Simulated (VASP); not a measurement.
Write the native input for VASP 6.6.1 that does the following.

| Property | Result |
| --- | --- |
| Task | single point |
| Functional | PBE |
| Potentials or basis | VASP PAW PBE potentials, release 64 (Sr_sv, Cl) |
| Cutoff | 520 eV |
| k mesh | 6 × 6 × 6 |
| Occupations | gaussian, width 0.05 eV |
| Spin | no spin polarisation |
| Dipole correction | no |
| Further INCAR settings | ALGO = Normal; EDIFF = 1e-06; NBANDS = 19 |

The structure of SrCl2 lies in POSCAR:

```
SrCl2
1.0
    0.0000000000      3.4258762121      3.5947719094
    3.4258762121      0.0000000000      3.5947719094
    3.4258762121      3.4258762121      0.0000000000
Sr Cl
1 2
Direct
    0.0000000000      0.0000000000      0.0000000000
    0.2500000000      0.2500000000      0.2500000000
    0.7500000000      0.7500000000      0.7500000000
```

This cell differs from its parent crystal: volume 28.127 Å^3 an atom, c/a of the conventional cell 1.0493.

These files were run (other wordings do the same):

INCAR

```
PREC = Accurate ; ENCUT = 520
EDIFF = 1E-6 ; ISMEAR = 0
SIGMA = 0.05 ; LREAL = F
LASPH = T ; NELM = 100
ALGO = Normal ; ISIF = 2
LWAVE = F ; LCHARG = F
GGA = PE ; NBANDS = 19
```

KPOINTS

```
regular mesh
0
Gamma
  6 6 6
```

Potentials or basis: VASP PAW PBE potentials, release 64 (Sr_sv, Cl).

The run is started by

```sh
$ cat potpaw_PBE.64/Sr_sv/POTCAR potpaw_PBE.64/Cl/POTCAR > POTCAR
$ mpirun -np 1 vasp_std > vasp.out
```

Results of the run:

The pressure is 1.3 GPa. The band gap on the k mesh is 5.16 eV, indirect (least direct gap 5.37 eV).

Wall time 70 s on 1 thread of Intel Xeon 8259CL, with other jobs on the host, peak memory 0.25 GiB.
